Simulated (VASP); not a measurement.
**GaAs: single point with PBE**

Crystal: GaAs.

```
CELL_PARAMETERS angstrom
0.00000 2.99740 2.83309
2.99740 0.00000 2.83309
2.99740 2.99740 0.00000
ATOMIC_POSITIONS crystal
Ga 0.00000 0.00000 0.00000
As 0.25000 0.25000 0.25000
```

This cell differs from its parent crystal: biaxial xy strain +5.8%.

- Program: VASP 6.6.1
- Task: single point
- Functional: PBE
- Potentials or basis: VASP PAW PBE potentials, release 64 (Ga_d, As)
- Cutoff: 520 eV
- k mesh: 8 × 8 × 8
- Occupations: fermi-dirac, width 0.02 eV
- Spin: no spin polarisation

The pressure is -3.5 GPa and the band gap on the k mesh is 0.26 eV, indirect (the least direct gap lies 2.8 meV higher).

Stress tensor (GPa, compression positive):
```
-4.43  0.00  0.00
 0.00 -4.43  0.00
 0.00  0.00 -1.64
```

Levels at points of the mesh, in eV from the valence-band top:
```tsv
k point	band 7	band 8	band 9	band 10	band 11	band 12
(0.00, 0.00, 0.00)	-0.27	0.00	0.00	0.26	3.69	3.84
(0.50, 0.00, 0.00)	-5.95	-1.07	-0.69	0.74	4.51	4.86
(0.50, 0.50, 0.00)	-6.02	-2.41	-2.41	1.46	1.57	9.35
(0.50, 0.00, 0.50)	-6.30	-2.09	-2.06	1.86	1.93	9.06
```

Wall time 29 s on 1 thread of Intel(R) Xeon(R) Platinum 8375C CPU @ 2.90GHz (Ice Lake), on a shared host, peak memory 0.2 GiB.

Caveat: the cell differs from its parent crystal (biaxial xy strain +5.8%). A k mesh can miss the band edges.
